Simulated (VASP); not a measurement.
Here is a VASP 6.6.1 calculation.

The input INCAR:

```
SYSTEM = Al
  ALGO = Normal
  EDIFF = 1E-6
  ENCUT = 500
  GGA = PE
  GGA_COMPAT = .False.
  ISIF = 2
  ISMEAR = 0
  IVDW = 12
  LASPH = .True.
  LCHARG = .False.
  LREAL = .False.
  LWAVE = .False.
  NBANDS = 8
  NELM = 120
  PREC = Accurate
  SIGMA = 0.1
```

The input KPOINTS:

```
k-points
0
Gamma
  18 18 18
  0 0 0
```

Contents of POSCAR:

```
Al
1.0
    0.0000000000      1.9504676166      1.9504676166
    1.9504676166      0.0000000000      1.9504676166
    1.9504676166      1.9504676166      0.0000000000
Al
1
Direct
    0.0000000000      0.0000000000      0.0000000000
```

Potentials or basis: VASP PAW PBE potentials, release 64 (Al).

The run is started by

```console
$ cat potpaw_PBE.64/Al/POTCAR > POTCAR
$ mpirun -np 1 vasp_std > vasp.out
```

Problem. Estimate the dispersion energy per atom.

Solution. -0.376 eV.

Problem. What does it give for the pressure?

Solution. 6.1 GPa.

Caveat: pairwise dispersion overbinds metals, which lowers pressure and volume.
